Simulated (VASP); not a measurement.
Input of a VASP 6.6.1 run:

Contents of POSCAR:

```
TePb
1.0
    0.0000000000      3.2270000000      3.1463250000
    3.2270000000      0.0000000000      3.1463250000
    3.2270000000      3.2270000000      0.0000000000
Te Pb
1 1
Direct
    0.5000000000      0.5000000000      0.5000000000
    0.0000000000      0.0000000000      0.0000000000
```

INCAR.step1

```
PREC = Accurate
ENCUT = 520
ISMEAR = 0
SIGMA = 0.05
LREAL = F
LASPH = T
NELM = 60
NBANDS = 17
GGA = PE
ALGO = Normal
EDIFF = 1E-4
LWAVE = T
LCHARG = F
```

The input INCAR.step2:

```
PREC = Accurate
ENCUT = 520
EDIFF = 1E-6
ISMEAR = 0
SIGMA = 0.05
LREAL = F
LASPH = T
NELM = 60
ALGO = Normal
ISIF = 2
LWAVE = F
LCHARG = F
METAGGA = R2SCAN
LMIXTAU = T
NBANDS = 17
ISTART = 1
```

The input KPOINTS:

```
regular mesh
0
Gamma
  8 8 8
```

Potentials or basis: VASP PAW PBE potentials, release 64 (Te, Pb_d).

Command:

```console
$ cat potpaw_PBE.64/Te/POTCAR potpaw_PBE.64/Pb_d/POTCAR > POTCAR
$ cp INCAR.step1 INCAR
$ mpirun -np 1 vasp_std > vasp.out
$ cp INCAR.step2 INCAR
$ mpirun -np 1 vasp_std > vasp.out
```

Q: Predict the pressure.

A: 3.1 GPa.

Q: Estimate the band gap on the k mesh.

A: 0.91 eV, direct.

Stress tensor (GPa, compression positive):
```
1.88 0.00 0.00
0.00 1.88 0.00
0.00 0.00 5.67
```

Caveat: the cell differs from its parent crystal (strain +0.000 along x and y, -0.025 along z); the PAW data sets were made with another functional, which shifts forces and pressure a little; spin-orbit coupling is left out, which moves the levels of the heavy elements. A k mesh can miss the band edges.
